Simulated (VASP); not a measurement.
Here is a VASP 6.6.1 calculation.

The input INCAR:

```
SYSTEM = K3Sc
PREC     = Accurate       ! precision mode
ENCUT    = 600            ! plane-wave cutoff, eV
EDIFF    = 1E-6           ! SCF threshold, eV
ISMEAR   = 0              ! smearing method
SIGMA    = 0.1            ! smearing width, eV
LREAL    = .FALSE.        ! projectors in reciprocal space
LASPH    = .TRUE.         ! aspherical terms in the spheres
NELM     = 60             ! most SCF steps
ALGO     = Fast           ! electronic algorithm
ISIF     = 3              ! what is computed and relaxed
LWAVE    = .FALSE.        ! write WAVECAR
LCHARG   = .FALSE.        ! write CHGCAR
GGA      = PE             ! functional
IBRION   = 2              ! ionic algorithm
NSW      = 100            ! ionic steps
EDIFFG   = -0.01          ! ionic threshold
```

KPOINTS

```
Automatic mesh
0
G
  8 8 8
  0 0 0
```

Contents of POSCAR:

```
K3Sc
1.0
    5.9518234785      0.0000000000      0.0000000000
    0.0000000000      5.9518234785      0.0000000000
    0.0000000000      0.0000000000      5.9518234785
K Sc
3 1
Direct
    0.0000000000      0.5000000000      0.5000000000
    0.5000000000      0.0000000000      0.5000000000
    0.5000000000      0.5000000000      0.0000000000
    0.0000000000      0.0000000000      0.0000000000
```

Potentials or basis: VASP PAW PBE potentials, release 64 (K_sv, Sc_sv).

Command:

```bash
$ cat potpaw_PBE.64/K_sv/POTCAR potpaw_PBE.64/Sc_sv/POTCAR > POTCAR
$ mpirun -np 1 vasp_std > vasp.out
```

(1) What does it give for the relaxed cell?

(2) Predict the relaxed volume.

## Answers

(1) a = 5.972 Å, b = 5.972 Å, c = 5.972 Å, α = 90.00°, β = 90.00°, γ = 90.00°.

(2) 53.24 Å³/atom.
